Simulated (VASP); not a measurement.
Wanted: the native input for a VASP 6.6.1 run.

* Task: single point
* Functional: PBE0
* Potentials or basis: VASP PAW PBE potentials, release 64 (Zn)
* Cutoff: 520 eV
* k mesh: 6 × 6 × 6
* Occupations: fermi-dirac, width 0.05 eV
* Spin: no spin polarisation
* Dipole correction: no
* Grid for exact exchange (PRECFOCK): Normal
* Further INCAR settings: ALGO = Normal; EDIFF = 1e-07; NBANDS = 12
* Share of exact exchange: 0.25

The system is Zn.

```
Zn
1.0
     0.00000    1.96478    1.96478
     1.96478    0.00000    1.96478
     1.96478    1.96478    0.00000
Zn
1
Direct
  0.00000 0.00000 0.00000
```

This isn't the form of Zn at room conditions, which is hcp.

The input as run:

POSCAR

```
Zn
1.0
    0.0000000000      1.9647760000      1.9647760000
    1.9647760000      0.0000000000      1.9647760000
    1.9647760000      1.9647760000      0.0000000000
Zn
1
Direct
    0.0000000000      0.0000000000      0.0000000000
```

INCAR.step1

```
PREC = Accurate
ENCUT = 520
EDIFF = 1E-5
ISMEAR = -1
SIGMA = 0.05
LREAL = False
LASPH = True
NELM = 80
ALGO = Normal
ISIF = 2
LWAVE = True
LCHARG = False
NBANDS = 12
GGA = PE
```

INCAR.step2

```
PREC = Accurate
ENCUT = 520
EDIFF = 1E-7
ISMEAR = -1
SIGMA = 0.05
LREAL = False
LASPH = True
NELM = 80
ALGO = Normal
ISIF = 2
LWAVE = False
LCHARG = False
GGA = PE
LHFCALC = True
AEXX = 0.25
PRECFOCK = Normal
NBANDS = 12
ISTART = 1
```

KPOINTS

```
Automatic mesh
0
Gamma
  6 6 6
```

Potentials or basis: VASP PAW PBE potentials, release 64 (Zn).

Command:

```sh
$ cat potpaw_PBE.64/Zn/POTCAR > POTCAR
$ cp INCAR.step1 INCAR
$ mpirun -np 1 vasp_std > vasp.out
$ cp INCAR.step2 INCAR
$ mpirun -np 1 vasp_std > vasp.out
```

Results of the run:

| Property | Result |
| --- | --- |
| Pressure | -0.9 GPa |
| Band gap on the k mesh | zero (bands 6 and 7 overlap by 2.64 eV) |

Caveat: the k points lie up to 0.46 Å⁻¹ apart, too coarse for converged energies and pressures of a metal; the PAW data sets were made with another functional, which shifts forces and pressure a little.

Run time: 8.3 min on 1 thread of Intel Xeon 8259CL (shared host), peak memory 0.14 GiB.
